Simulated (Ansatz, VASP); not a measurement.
**Zr in VASP and in Ansatz**

The input INCAR:

```
SYSTEM = Zr
ALGO = Normal
EDIFF = 1E-6
ENCUT = 520
GGA = PE
ISIF = 2
ISMEAR = -1
ISPIN = 2
LASPH = .TRUE.
LCHARG = .FALSE.
LMAXMIX = 4
LORBIT = 11
LREAL = .FALSE.
LWAVE = .FALSE.
MAGMOM = 1
NBANDS = 16
NELM = 150
PREC = Accurate
SIGMA = 0.05
```

The input KPOINTS:

```
k-points
0
G
  20 20 20
  0 0 0
```

The input POSCAR:

```
Zr
1.0
   -1.8338418608      1.8338418608      1.8338418608
    1.8338418608     -1.8338418608      1.8338418608
    1.8338418608      1.8338418608     -1.8338418608
Zr
1
Direct
    0.0000000000      0.0000000000      0.0000000000
```

Input for Ansatz:

```yaml
crystal:
  lattice:
    - [-1.8338418608, 1.8338418608, 1.8338418608]
    - [1.8338418608, -1.8338418608, 1.8338418608]
    - [1.8338418608, 1.8338418608, -1.8338418608]
  atoms:
    - { symbol: Zr, position: [0.0, 0.0, 0.0], spin: 1.0 }
hamiltonian:
  xc: pbe
  pseudopotentials:
    kind: paw
    azcp:
      Zr: "pseudopotentials/Zr.paw.azcp"
basis:
  ecutwfc: 420
  fft_grid_basis: typed
kpoints:
  mp_grid: { grid: [20, 20, 20], shift: [0, 0, 0] }
magnetization:
  spin_polarized: true
scf:
  occupations: { method: fermi_dirac, width: 0.05 }
output:
  stress: true
```

Alike in both runs: task single point; functional PBE; k mesh 20 × 20 × 20; occupations fermi-dirac, width 0.05 eV; collinear spin.

|  | VASP | Ansatz |
| --- | --- | --- |
| version | VASP 6.6.1 | Ansatz 0.2.0 |
| potentials or method | VASP PAW PBE potentials, release 64 (Zr_sv), cutoff 520 eV | plane waves (420 eV) with PAW, scalar-relativistic |
| valence electrons in the cell | 12 | 12 |

```tsv
	VASP	Ansatz	Ansatz less VASP
pressure (GPa)	-6.0	-6.1	-0.02
net moment per atom (μB)	0.00	0.00	0.000
```

The functional is the same, so the differences come from potentials, cutoffs and numerics. Ansatz's warnings: seeded moment not kept.
